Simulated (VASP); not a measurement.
BeB12:

```
Be B
1.0
     4.69616    0.00000    0.00000
     0.00000    4.69616    0.00000
     0.00000    0.00000    4.69616
Be B
1 12
Direct
  0.50000 0.50000 0.50000
  0.25077 0.50000 0.00000
  0.74923 0.50000 0.00000
  0.00000 0.25077 0.50000
  0.00000 0.74923 0.50000
  0.50000 0.00000 0.25077
  0.50000 0.00000 0.74923
  0.50000 0.25077 0.00000
  0.50000 0.74923 0.00000
  0.25077 0.00000 0.50000
  0.74923 0.00000 0.50000
  0.00000 0.50000 0.74923
  0.00000 0.50000 0.25077
```

```yaml
Program: VASP 6.6.1
Task: relaxation of cell and atoms
Functional: PBE
Potentials_or_basis: VASP PAW PBE potentials, release 64 (Be, B)
Cutoff: 600 eV
k_mesh: 4 × 4 × 4
Occupations: gaussian, width 0.1 eV
Spin: no spin polarisation
```

At the start: pressure 27.9 GPa; volume 7.97 Å³/atom.

Problem. Where does the relaxation end?

Solution. Over 6 steps the energy falls by 97.4 meV/atom and the volume is 9.22 Å³/atom (+15.7 %); space group Pm-3m (No. 221, to 0.05 Å).

Step by step:
```
step  energy change (eV)  largest force (eV/Å)  pressure (GPa)  volume (Å³)
   1              0.0000                0.4380           27.92       103.57
   2             -1.0938                0.3340           -7.00       125.80
   3             -1.2562                0.2208            0.49       119.14
   4             -1.2559                0.2283            0.08       119.47
   5             -1.2642                0.0717           -0.63       120.01
   6             -1.2657                0.0130           -0.44       119.85
```

Final structure:
```yaml
crystal:
  lattice:
    - [4.93041, 0.00000, 0.00000]
    - [0.00000, 4.93041, 0.00000]
    - [0.00000, 0.00000, 4.93041]
  atoms:
    - { symbol: Be, position: [0.50000, 0.50000, 0.50000] }
    - { symbol: B, position: [0.24887, 0.50000, 0.00000] }
    - { symbol: B, position: [0.75113, 0.50000, 0.00000] }
    - { symbol: B, position: [0.00000, 0.24887, 0.50000] }
    - { symbol: B, position: [0.00000, 0.75113, 0.50000] }
    - { symbol: B, position: [0.50000, 0.00000, 0.24887] }
    - { symbol: B, position: [0.50000, 0.00000, 0.75113] }
    - { symbol: B, position: [0.50000, 0.24887, 0.00000] }
    - { symbol: B, position: [0.50000, 0.75113, 0.00000] }
    - { symbol: B, position: [0.24887, 0.00000, 0.50000] }
    - { symbol: B, position: [0.75113, 0.00000, 0.50000] }
    - { symbol: B, position: [0.00000, 0.50000, 0.75113] }
    - { symbol: B, position: [0.00000, 0.50000, 0.24887] }
```

Caveat: the volume moved by over 15 % at a fixed basis, so the end points are rough.
